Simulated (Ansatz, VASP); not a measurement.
## One calculation of Si, two programs

INCAR

```
SYSTEM = Si
PREC = Accurate
ENCUT = 500
EDIFF = 1E-6
ISMEAR = -1
SIGMA = 1.0
LREAL = .FALSE.
LASPH = .TRUE.
NELM = 120
ALGO = Normal
ISIF = 2
LWAVE = .FALSE.
LCHARG = .FALSE.
GGA = PE
NBANDS = 11
GGA_COMPAT = .FALSE.
```

Contents of KPOINTS:

```
Automatic mesh
0
G
  10 10 10
  0 0 0
```

POSCAR

```
Si
1.0
    0.0000000000      2.7354874751      2.7354874751
    2.7354874751      0.0000000000      2.7354874751
    2.7354874751      2.7354874751      0.0000000000
Si
2
Direct
    0.5000000000      0.5000000000      0.5000000000
    0.7500000000      0.7500000000      0.7500000000
```

Input for Ansatz:

```yaml
crystal:
  lattice:
    - [0.0, 2.7354874751, 2.7354874751]
    - [2.7354874751, 0.0, 2.7354874751]
    - [2.7354874751, 2.7354874751, 0.0]
  atoms:
    - { symbol: Si, position: [0.5, 0.5, 0.5] }
    - { symbol: Si, position: [0.75, 0.75, 0.75] }
hamiltonian:
  xc: pbe
  pseudopotentials:
    kind: paw
    azcp:
      Si: "pseudopotentials/Si.paw.azcp"
basis:
  ecutwfc: 420
  fft_grid_basis: typed
kpoints:
  mp_grid: { grid: [10, 10, 10], shift: [0, 0, 0] }
magnetization:
  spin_polarized: false
scf:
  occupations: { method: fermi_dirac, width: 1.0 }
  lower_state_search: "off"
output:
  stress: true
  write_density: true
  write_potential: true
  elf: true
  volumetric_format: npy
```

Alike in both runs: task single point; functional PBE; k mesh 10 × 10 × 10; occupations fermi-dirac, width 1 eV; no spin polarisation.

|  | VASP | Ansatz |
| --- | --- | --- |
| version | VASP 6.6.1 | Ansatz 0.2.0 |
| potentials or method | VASP PAW PBE potentials, release 64 (Si), cutoff 500 eV | plane waves (420 eV) with PAW, scalar-relativistic |
| valence electrons in the cell | 8 | 8 |

```csv
,VASP,Ansatz,Ansatz less VASP
pressure (GPa),2.6,2.6,+0.09
```

The functional is the same, so the differences come from potentials, cutoffs and numerics.
